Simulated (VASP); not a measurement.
## TaN: single point with PBEsol

The system is TaN.

```
CELL_PARAMETERS angstrom
0.00000 2.24041 2.06118
2.24041 0.00000 2.06118
2.24041 2.24041 0.00000
ATOMIC_POSITIONS crystal
Ta 0.50000 0.50000 0.50000
N 0.00000 0.00000 0.00000
```

This cell differs from its parent crystal: ratio of the length along z to the lengths across it x 0.92, volume and fractional coordinates fixed.

* Program: VASP 6.6.1
* Task: single point
* Functional: PBEsol
* Potentials or basis: VASP PAW PBE potentials, release 64 (Ta_pv, N)
* Cutoff: 520 eV
* k mesh: 20 × 20 × 20
* Occupations: gaussian, width 0.15 eV
* Spin: no spin polarisation

```
Pressure               : 12.2 GPa
Band gap on the k mesh : zero (bands 8 and 9 overlap by 4.18 eV)
```

Stress tensor (GPa, compression positive):
```
-8.97  0.00  0.00
 0.00 -8.97  0.00
 0.00  0.00 54.56
```

Levels at points of the mesh, in eV from the Fermi level:
| k point | band 6 | band 7 | band 8 | band 9 | band 10 | band 11 |
| --- | --- | --- | --- | --- | --- | --- |
| (0.00, 0.00, 0.00) | -4.01 | -3.52 | -2.47 | -2.47 | -1.46 | -0.55 |
| (0.50, 0.00, 0.00) | -7.86 | -7.84 | 1.60 | 2.41 | 2.48 | 3.84 |
| (0.50, 0.50, 0.00) | -5.78 | -4.96 | -4.96 | 2.32 | 3.71 | 3.71 |
| (0.50, 0.00, 0.50) | -5.56 | -4.71 | -4.24 | 1.74 | 3.20 | 4.18 |

Run time: 2.8 min on 1 thread of Intel(R) Xeon(R) Platinum 8259CL CPU @ 2.50GHz (Skylake/Cascade Lake), on a shared host, peak memory 0.31 GiB.

Caveat: the cell stands under pressure; the PAW data sets were made with another functional, which shifts forces and pressure a little; spin-orbit coupling is left out, which moves the levels of the heavy elements.
